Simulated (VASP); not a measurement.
A run of VASP 6.6.1 is set up as follows.

The input INCAR:

```
PREC = Accurate
ENCUT = 600
EDIFF = 1E-6
ISMEAR = -1
SIGMA = 0.05
LREAL = False
LASPH = True
NELM = 200
ALGO = Normal
ISIF = 2
LWAVE = False
LCHARG = False
ISPIN = 2
MAGMOM = 7 0
LORBIT = 11
LMAXMIX = 6
GGA = PS
NBANDS = 22
GGA_COMPAT = False
```

KPOINTS

```
regular mesh
0
Gamma
  6 6 6
```

The input POSCAR:

```
EuS
1.0
    0.0000000000      2.9785000000      2.9785000000
    2.9785000000      0.0000000000      2.9785000000
    2.9785000000      2.9785000000      0.0000000000
Eu S
1 1
Direct
    0.0000000000      0.0000000000      0.0000000000
    0.5000000000      0.5000000000      0.5000000000
```

Potentials or basis: VASP PAW PBE potentials, release 64 (Eu, S).

Launch:

```sh
$ cat potpaw_PBE.64/Eu/POTCAR potpaw_PBE.64/S/POTCAR > POTCAR
$ mpirun -np 1 vasp_std > vasp.out
```

(1) Estimate the pressure.

(2) What does it give for the net moment?

Answers

(1) -5.8 GPa.

(2) 6.97 μB per cell.

Caveat: the PAW data sets were made with another functional, which shifts forces and pressure a little; a cell with one magnetic atom can't hold antiferromagnetic order, which such compounds often take.
